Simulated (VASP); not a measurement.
# CuO (P1) in VASP: notebook

The runs below take CuO through single point, with BLYP, r2SCAN.

Program: VASP 6.6.1. These are calculated values, not measurements. Logs are shortened: lines on timing, memory, paths and dates and some standing lists are left out, and cuts for length are marked.

### 1 The cell of the first run

The typed cell holds 4 atoms: a = 3.052 Å, b = 3.052 Å, c = 5.286 Å, α = 73.22°, β = 73.22°, γ = 60.00°.

### 2 Single point, BLYP

Contents of INCAR:

```
  PREC = Accurate
  ENCUT = 520
  EDIFF = 1E-7
  ISMEAR = -1
  SIGMA = 0.05
  LREAL = False
  LASPH = True
  NELM = 60
  ALGO = Normal
  ISIF = 2
  LWAVE = False
  LCHARG = True
  GGA = B5
  ALDAX = 1.0
  AGGAX = 1.0
  AGGAC = 1.0
  ALDAC = 0.0
  LELF = True
  LVHAR = True
  NBANDS = 25
```

Contents of KPOINTS:

```
Automatic mesh
0
Gamma
  10 10 6
```

Contents of POSCAR:

```
CuO
1.0
    0.0000000000     -2.1580717154     -2.1580717154
   -2.1580717154      0.0000000000     -2.1580717154
    2.1580717154      2.1580717154     -4.3161434309
Cu O
2 2
Direct
    0.5038875400      0.4769880100      0.4880064000
    0.0038875400      0.9769880100      0.9880064000
    0.7461124600      0.7730119900      0.7619936000
    0.2461124600      0.2730119900      0.2619936000
```

Potentials or basis: VASP PAW PBE potentials, release 64 (Cu, O).

On the command line:

```sh
$ cat potpaw_PBE.64/Cu/POTCAR potpaw_PBE.64/O/POTCAR > POTCAR
$ mpirun -np 1 vasp_std > vasp.out
```

OUTCAR:

```text
PREC = Accurate
   ENCUT = 520
   EDIFF = 1E-7
   ISMEAR = -1
   LREAL = False
   LASPH = True
   NELM = 60
   ISIF = 2
   GGA = B5

 ion  position               nearest neighbor table
   1  0.504  0.477  0.488-   4 1.97   4 2.10   3 2.12   4 2.21   3 2.23   3 2.35
   2  0.004  0.977  0.988-   3 1.97   3 2.10   4 2.12   3 2.21   4 2.23   4 2.35
   3  0.746  0.773  0.762-   2 1.97   2 2.10   1 2.12   2 2.21   1 2.23   1 2.35
   4  0.246  0.273  0.262-   1 1.97   1 2.10   2 2.12   1 2.21   2 2.23   2 2.35

  LATTYP: Found a trigonal (rhomboedric) cell.
 ALAT       =     5.2861745311
 COS(alpha) =     0.8333333333

  Lattice vectors:

 A1 = (   2.1580717154,   4.3161434308,  -2.1580717155)
 A2 = (   4.3161434308,   2.1580717154,  -2.1580717155)
 A3 = (   2.1580717154,   2.1580717154,  -4.3161434309)

Analysis of symmetry for initial positions (statically):
=====================================================================
 Subroutine PRICEL returns following result:

  LATTYP: Found a face centered cubic cell.
 ALAT       =     4.3161434309

  Lattice vectors:

 A1 = (   0.0000000000,  -2.1580717154,   2.1580717155)
 A2 = (   2.1580717154,  -2.1580717154,   0.0000000000)
 A3 = (   2.1580717154,   0.0000000000,   2.1580717154)

   2 primitive cells build up your supercell.

 Routine SETGRP: Setting up the symmetry group for a
 trigonal (rhombohedral) supercell.

 Subroutine GETGRP returns: Found  1 space group operations
 (whereof  1 operations were pure point group operations)
 out of a pool of 12 trial point group operations.

The static configuration has the point symmetry C_1 .

Analysis of symmetry for dynamics (positions and initial velocities):
=====================================================================
 Subroutine PRICEL returns following result:

  LATTYP: Found a face centered cubic cell.
 ALAT       =     4.3161434309

  Lattice vectors:

 A1 = (   0.0000000000,  -2.1580717154,   2.1580717155)
 A2 = (   2.1580717154,  -2.1580717154,   0.0000000000)
 A3 = (   2.1580717154,   0.0000000000,   2.1580717154)

   2 primitive cells build up your supercell.

 Routine SETGRP: Setting up the symmetry group for a
 trigonal (rhombohedral) supercell.

 Subroutine GETGRP returns: Found  1 space group operations
 (whereof  1 operations were pure point group operations)
 out of a pool of 12 trial point group operations.

The dynamic configuration has the point symmetry C_1 .

 Subroutine INISYM returns: Found  1 space group operations
 (whereof  1 operations are pure point group operations),
 and found     2 'primitive' translations

----------------------------------------------------------------------------------------

                                     Primitive cell

  volume of cell :      20.1015

  direct lattice vectors                    reciprocal lattice vectors
     0.000000000 -2.158071715  2.158071715    -0.231688315 -0.231688315  0.231688315
     2.158071715 -2.158071715  0.000000000     0.231688315 -0.231688315 -0.231688315
     2.158071715  0.000000000  2.158071715     0.231688315  0.231688315  0.231688315

  length of vectors
     3.051974289  3.051974288  3.051974288     0.401295934  0.401295934  0.401295934

  position of ions in fractional coordinates (direct lattice)
     0.023987200  0.991893940  0.019124450
     0.476012800  0.508106060  0.480875550

  ion indices of the primitive-cell ions
   primitive index   ion index
                 1           1
                 2           4

----------------------------------------------------------------------------------------

 KPOINTS: Automatic mesh

Automatic generation of k-mesh.
 Grid dimensions read from file:
 generate k-points for:   10   10    6

 Generating k-lattice:

  Cartesian coordinates                     Fractional coordinates (reciprocal lattice)
     0.011584416 -0.034753247 -0.011584416     0.100000000  0.000000000 -0.000000000
    -0.034753247  0.011584416 -0.011584416     0.000000000  0.100000000 -0.000000000
     0.019307360  0.019307360 -0.019307360     0.000000000  0.000000000  0.166666667

  Length of vectors
     0.038421161  0.038421161  0.033441328

  Shift w.r.t. Gamma in fractional coordinates (k-lattice)
     0.000000000  0.000000000  0.000000000

 -----------------------------------------------------------------------------
|                                                                             |
|           W    W    AA    RRRRR   N    N  II  N    N   GGGG   !!!           |
|           W    W   A  A   R    R  NN   N  II  NN   N  G    G  !!!           |
|           W    W  A    A  R    R  N N  N  II  N N  N  G       !!!           |
|           W WW W  AAAAAA  RRRRR   N  N N  II  N  N N  G  GGG   !            |
|           WW  WW  A    A  R   R   N   NN  II  N   NN  G    G                |
|           W    W  A    A  R    R  N    N  II  N    N   GGGG   !!!           |
|                                                                             |
|     Your reciprocal lattice and k-lattice belong to different lattice       |
|     classes:                                                                |
|                                                                             |
|        The reciprocal lattice is rhombohedral (trigonal),                   |
|        whereas your k-lattice is base-centered monoclinic.                  |
|                                                                             |
|     Results are often still useful ...                                      |
|                                                                             |
 -----------------------------------------------------------------------------

 WARNING: IBZKPT: internal override: KBLOWUP is changed to .FALSE.
      ... skipping the blow-up phase ...

 Subroutine IBZKPT returns following result:
 ===========================================

 Found    304 irreducible k-points:

 Following reciprocal coordinates:
            Coordinates               Weight
  0.000000  0.000000  0.000000      1.000000
  0.100000  0.000000 -0.000000      2.000000
  0.200000  0.000000 -0.000000      2.000000
  0.300000  0.000000  0.000000      2.000000
  0.400000  0.000000  0.000000      2.000000
  0.500000  0.000000 -0.000000      1.000000
[... 16 lines left out ...]
 -0.400000  0.200000  0.000000      2.000000
 -0.300000  0.200000  0.000000      2.000000
 [... further k-points ...]
   k-points           NKPTS =    304   k-points in BZ     NKDIM =    304   number of bands    NBANDS=     25
   number of dos      NEDOS =    301   number of ions     NIONS =      4
   total plane-waves  NPLWV =  23040
   dimension x,y,z NGX =    24 NGY =   24 NGZ =   40
   dimension x,y,z NGXF=    48 NGYF=   48 NGZF=   80
   ions per type =               2   2
   NGX,Y,Z   is equivalent  to a cutoff of  13.07, 13.07, 12.58 a.u.
   NGXF,Y,Z  is equivalent  to a cutoff of  26.15, 26.15, 25.16 a.u.
 SYSTEM =  unknown system
   PREC   = accura    normal or accurate (medium, high low for compatibility)
   ISTART =      0    job   : 0-new  1-cont  2-samecut
   ICHARG =      2    charge: 1-file 2-atom 10-const
   ISPIN  =      1    spin polarized calculation?
   LNONCOLLINEAR =      F non collinear calculations
   LSORBIT =      F    spin-orbit coupling
   LASPH  =      T    aspherical Exc in radial PAW
   ENCUT  =  520.0 eV  38.22 Ry    6.18 a.u.   5.67  5.67  9.83*2*pi/ulx,y,z
   NELM   =     60;   NELMIN=  2; NELMDL= -5     # of ELM steps
   EDIFF  = 0.1E-06   stopping-criterion for ELM
   LREAL  =      F    real-space projection
   EDIFFG = 0.1E-05   stopping-criterion for IOM
   NSW    =      0    number of steps for IOM
   IBRION =     -1    ionic relax: 0-MD 1-quasi-New 2-CG
   NFREE  =      0    steps in history (QN), initial steepest desc. (CG)
   ISIF   =      2    stress and relaxation
   ISYM   =      2    0-nonsym 1-usesym 2-fastsym
   POTIM  = 0.5000    time-step for ionic-motion
   TEBEG  =    0.0;   TEEND  =   0.0 temperature during run
   PSTRESS=    0.0 pullay stress
   NELECT =      34.0000    total number of electrons
   NUPDOWN=      -1.0000    fix difference up-down
   EMIN   =  10.00;   EMAX   =-10.00  energy-range for DOS
   EFERMI =   0.00;   METHOD = LEGACY
   ISMEAR =    -1;   SIGMA  =   0.05  broadening in eV -4-tet -1-fermi 0-gaus
   EFERMI_NEDOS =   21; number of points for ismear=-14 and -15
   IALGO  =     38    algorithm
   IMIX   =      4    mixing-type and parameters
     AMIX     =   0.40;   BMIX     =  1.00
     AMIX_MAG =   1.60;   BMIX_MAG =  1.00
  volume/ion in A,a.u.               =      10.05        67.83
  Fermi-wavevector in a.u.,A,eV,Ry     =   1.548158  2.925594 32.610349  2.396793
  Thomas-Fermi vector in A             =   2.653148
   LORBIT       =      0    0 simple, 1 ext, 2 COOP (PROOUT), +10 PAW based schemes
   GGA     = B5    functional components
   LHFCALC =     F    Hartree Fock is set to
   AEXX    =    0.0000 exact exchange contribution
   IVDW    =     0    specifies the selected vdW correction
   LEPSILON=     F    determine dielectric tensor
   LRPA    =     F    only Hartree local field effects (RPA)
 non-spin polarized calculation
  energy-cutoff  :      520.00
  volume of cell :       40.20
 maximum number of plane-waves:      1097
   NGX = 11   NGY = 11   NGZ = 19

 number of electron      34.0000024 magnetization

 Free energy of the ion-electron system (eV)
  ---------------------------------------------------
  ext. energy  EPLUGINS =         0.00000000
  ---------------------------------------------------
  free energy    TOTEN  =       -17.26418516 eV

  energy without entropy =      -17.23638249  energy(sigma->0) =      -17.25028382

 E-fermi :   5.7639     XC(G=0): -11.5213

 val. band max:        5.7620313970   @ k =   0.1000   0.0000   0.3333
 cond. band min:       5.7649723981   @ k =  -0.1000   0.0000   0.1667
 fundamental gap:      0.0029410011
 Fermi energy:         5.7639054211

 k-point     1 :       0.0000    0.0000    0.0000
  band No.  band energies     occupation
      1     -13.2057      2.00000
      2     -12.1090      2.00000
      3      -1.0991      2.00000
      4       1.1227      2.00000
      5       1.2819      2.00000
      6       2.5402      2.00000
[... 17 lines left out ...]
     24      23.6845      0.00000
     25      23.9522      0.00000

 k-point     2 :       0.1000    0.0000   -0.0000
  band No.  band energies     occupation
      1     -13.1214      2.00000
      2     -12.0901      2.00000
      3      -0.9426      2.00000
      4       1.0855      2.00000
      5       1.3089      2.00000
      6       2.0550      2.00000
[... 17 lines left out ...]
     24      21.9398      0.00000
     25      23.2320      0.00000

 k-point     3 :       0.2000    0.0000   -0.0000
  band No.  band energies     occupation
      1     -12.8906      2.00000
      2     -12.0405      2.00000
      3      -0.5246      2.00000
      4       0.9674      2.00000
      5       1.1684      2.00000
      6       1.3562      2.00000
[... 17 lines left out ...]
     24      20.3820      0.00000
     25      21.3455      0.00000

 k-point     4 :       0.3000    0.0000    0.0000
  band No.  band energies     occupation
      1     -12.5765      2.00000
      2     -11.9860      2.00000
      3      -0.0320      2.00000
      4       0.3502      2.00000
      5       0.7475      2.00000
      6       1.4194      2.00000
[... 17 lines left out ...]
     24      19.2962      0.00000
     25      20.7012      0.00000
[... 477 lines left out ...]
 k-point    22 :       0.5000    0.2000   -0.0000
  band No.  band energies     occupation
      1     -12.1498      2.00000
      2     -11.9715      2.00000
      3      -0.1221      2.00000
      4       0.0854      2.00000
      5       0.9652      2.00000
      6       1.3234      2.00000
[... 17 lines left out ...]
     24      17.0936      0.00000
     25      19.6299      0.00000

 k-point    23 :      -0.4000    0.2000    0.0000
  band No.  band energies     occupation
      1     -12.0241      2.00000
      2     -11.9922      2.00000
      3      -0.1870      2.00000
      4       0.1130      2.00000
      5       1.0399      2.00000
      6       1.0635      2.00000
[... 17 lines left out ...]
     24      16.9953      0.00000
     25      19.9777      0.00000

 k-point    24 :      -0.3000    0.2000    0.0000
  band No.  band energies     occupation
      1     -12.1878      2.00000
      2     -11.9317      2.00000
      3      -0.2470      2.00000
      4       0.5300      2.00000
      5       0.7891      2.00000
      6       1.0911      2.00000
[... 17 lines left out ...]
     24      17.2350      0.00000
     25      19.2335      0.00000

 [... further k-points ...]
[... 5 lines left out ...]
  --------------------------------------------------------------------------------------
  -------------------------------------------------------------------------------------
  Total        0.1250394      0.2730395      1.7285034      0.0367209      0.1839591     -0.1196279
  in kB        4.9831033     10.8812415     68.8847700      1.4634098      7.3311858     -4.7674404
  external PRESSURE =      28.2497049 kB  Pullay stress =       0.0000000 kB

 VOLUME and BASIS-vectors are now :
 -----------------------------------------------------------------------------
  energy-cutoff  :      520.00
  volume of cell :       40.20
      direct lattice vectors                 reciprocal lattice vectors
     0.000000000 -2.158071715 -2.158071715     0.115844158 -0.347532473 -0.115844158
    -2.158071715  0.000000000 -2.158071715    -0.347532473  0.115844158 -0.115844158
     2.158071715  2.158071715 -4.316143431     0.115844158  0.115844158 -0.115844158

 POSITION                                       TOTAL-FORCE (eV/Angst)
 -----------------------------------------------------------------------------------
      0.02378     -0.03427     -4.22311        -0.177578      0.253895     -0.940761
      0.02378      2.12380     -6.38118        -0.177578      0.253895     -0.940761
     -0.02378      0.03427     -6.56725         0.177578     -0.253895      0.940761
     -0.02378      0.03427     -2.25111         0.177578     -0.253895      0.940761
 -----------------------------------------------------------------------------------
    total drift:                               -0.000252      0.000927      0.000390

  FREE ENERGIE OF THE ION-ELECTRON SYSTEM (eV)
  ---------------------------------------------------
  free  energy   TOTEN  =       -17.2641851575 eV

  energy  without entropy=      -17.2363824879  energy(sigma->0) =      -17.25028382
```

It took 2.1 min on 1 thread of Intel Xeon 6975P-C (Granite Rapids), shared host; peak memory 0.36 GiB.

What came out:

```
Free energy            : -17.2642 eV
Pressure               : 2.8 GPa
Largest force          : 0.990 eV/Å
Band gap on the k mesh : zero (bands 17 and 18 overlap by 1.05 eV)
```

Forces on the atoms (eV/Å):
```
Cu  -0.178  0.254 -0.941
Cu  -0.178  0.254 -0.941
O    0.178 -0.254  0.941
O    0.178 -0.254  0.941
```

Levels at points of the mesh, in eV from the Fermi level:
| k point | band 13 | band 14 | band 15 | band 16 | band 17 | band 18 | band 19 | band 20 | band 21 | band 22 |
| --- | --- | --- | --- | --- | --- | --- | --- | --- | --- | --- |
| (0.00, 0.00, 0.00) | -1.48 | -1.41 | -1.40 | -1.06 | 0.50 | 0.64 | 1.40 | 6.15 | 9.01 | 13.66 |
| (0.50, 0.00, 0.00) | -1.52 | -1.52 | -0.72 | -0.72 | -0.26 | -0.26 | 6.92 | 6.92 | 9.50 | 9.50 |
| (0.00, 0.50, 0.00) | -1.47 | -1.47 | -0.59 | -0.59 | -0.27 | -0.27 | 6.93 | 6.93 | 9.43 | 9.43 |
| (0.50, 0.50, 0.00) | -1.66 | -1.65 | -1.52 | -1.41 | 0.47 | 0.61 | 5.29 | 6.17 | 9.01 | 10.75 |
| (0.00, 0.00, 0.50) | -1.78 | -1.78 | -0.15 | -0.15 | -0.04 | -0.04 | 4.11 | 4.11 | 12.01 | 12.01 |
| (0.50, 0.00, 0.50) | -1.62 | -1.56 | -1.44 | -1.43 | 0.44 | 0.55 | 5.33 | 6.18 | 9.02 | 10.54 |
| (0.00, 0.50, 0.50) | -1.62 | -1.55 | -1.44 | -1.37 | 0.64 | 0.68 | 5.33 | 6.11 | 9.00 | 10.52 |
| (0.50, 0.50, 0.50) | -1.54 | -1.54 | -0.70 | -0.70 | -0.41 | -0.41 | 6.90 | 6.90 | 9.61 | 9.61 |

Caveat: the stress differs along the axes, from 0 to 7 GPa; the PAW data sets were made with another functional, which shifts forces and pressure a little; semilocal functionals often make such compounds metallic where correlation or magnetic order opens a gap, which also shifts bond lengths.

(Continued in part 2 of 2.)
